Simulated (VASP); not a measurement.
In, 1 atom in the cell. Symmetry: Im-3m, No. 229, cubic system. The conventional cell has a = 3.764 Å, b = 3.764 Å, c = 3.764 Å, α = 90.00°, β = 90.00°, γ = 90.00°. In (site symmetry m-3m) has 14 In at 3.26 to 3.76 Å within 4.3 Å. 

| Quantity | Value |
| --- | --- |
| Program | VASP 6.6.1 |
| Task | single point |
| Functional | r2SCAN |
| Potentials or basis | VASP PAW PBE potentials, release 64 (In_d) |
| Cutoff | 550 eV |
| k mesh | 12 × 12 × 12 |
| Occupations | fermi-dirac, width 0.1 eV |
| Spin | non-collinear spin, zero start, spin-orbit coupling |
| Starting moments | [[0.0, 0.0, 0.0]] μB |
| Dipole correction | no |
| Further INCAR settings | ALGO = Normal; EDIFF = 1e-06; NBANDS = 24 |

Potentials or basis: VASP PAW PBE potentials, release 64 (In_d).

The run is started by

```bash
$ cat potpaw_PBE.64/In_d/POTCAR > POTCAR
$ cp INCAR.step1 INCAR
$ mpirun -np 1 vasp_ncl > vasp.out
$ cp INCAR.step2 INCAR
$ mpirun -np 1 vasp_ncl > vasp.out
```

Hardware: 1 thread of AMD EPYC 9R45 (Zen 5), with other jobs on the host.

Task: How long does it take, and how much memory?

Result: Wall time 17 min on 1 thread of AMD EPYC 9R45 (Zen 5), with other jobs on the host, peak memory 0.29 GiB. Counts: k points 72.
